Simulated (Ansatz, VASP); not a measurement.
**Ni: VASP beside Ansatz**

```xyz
1
Lattice="0.0000 1.7753 1.7753 1.7753 0.0000 1.7753 1.7753 1.7753 0.0000" Properties=species:S:1:pos:R:3 pbc="T T T"
Ni    0.0000    0.0000    0.0000
```

Alike in both runs: task single point; functional r2SCAN; k mesh 12 × 12 × 12; occupations fermi-dirac, width 0.0005 eV; collinear spin.

```csv
,VASP,Ansatz
version,VASP 6.6.1,Ansatz 0.2.0
potentials or method,"VASP PAW PBE potentials, release 64 (Ni), cutoff 520 eV","PAW, plane waves, scalar-relativistic"
valence electrons in the cell,10,18
```

```tsv
	VASP	Ansatz	Ansatz less VASP
pressure (GPa)	-11.2	-11.9	-0.71
net moment per atom (μB)	0.75	0.75	0.000
size of the moment on the site where the two differ most (μB)	0.78	0.82	+0.046
```

VASP's potentials were made for PBE, not for r2SCAN. Site moments also hang on the region over which each program counts them. The functional is the same, so the differences come from potentials, cutoffs and numerics. VASP's potentials hold 10 valence electrons a cell and Ansatz's 18, so a difference there can come from the potentials and not from the codes. Ansatz's warnings: stability check not made.
